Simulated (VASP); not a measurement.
Ca: single point with PBEsol

The system is Ca.

```
CELL_PARAMETERS angstrom
0.00000 2.79420 2.79420
2.58464 0.00000 2.79420
2.58464 2.79420 0.00000
ATOMIC_POSITIONS crystal
Ca 0.00000 0.00000 0.00000
```

This cell differs from its parent crystal: strain -0.0750 x Voigt [1, 0, 0, 0, 0, 0].

- Program: VASP 6.6.1
- Task: single point
- Functional: PBEsol
- Potentials or basis: VASP PAW PBE potentials, release 64 (Ca_sv)
- Cutoff: 520 eV
- k mesh: 14 × 14 × 14
- Occupations: gaussian, width 0.15 eV
- Spin: no spin polarisation

```yaml
Pressure: 0.1 GPa
Band_gap_on_the_k_mesh: zero (bands 5 and 6 overlap by 0.27 eV)
```

Stress tensor (GPa, compression positive):
```
 0.34  0.00  0.00
 0.00 -0.04  0.00
 0.00  0.00 -0.04
```

Levels at points of the mesh, in eV from the Fermi level:
```tsv
k point	band 2	band 3	band 4	band 5	band 6	band 7	band 8	band 9
(0.00, 0.00, 0.00)	-22.73	-22.73	-22.72	-4.11	2.29	2.29	2.63	3.27
(0.50, 0.00, 0.00)	-22.89	-22.76	-22.74	-1.02	-0.11	2.04	2.50	4.14
(0.50, 0.50, 0.00)	-22.88	-22.79	-22.77	-0.59	0.63	0.79	4.20	4.29
(0.00, 0.50, 0.50)	-22.88	-22.80	-22.80	-0.36	0.41	1.61	4.23	4.45
```

Run time: 62 s on 1 thread of Intel(R) Xeon(R) Platinum 8488C (Sapphire Rapids), with other jobs on the host, peak memory 0.24 GiB.

Caveat: the cell differs from its parent crystal (strain -0.0750 x Voigt [1, 0, 0, 0, 0, 0]); the PAW data sets were made with another functional, which shifts forces and pressure a little.
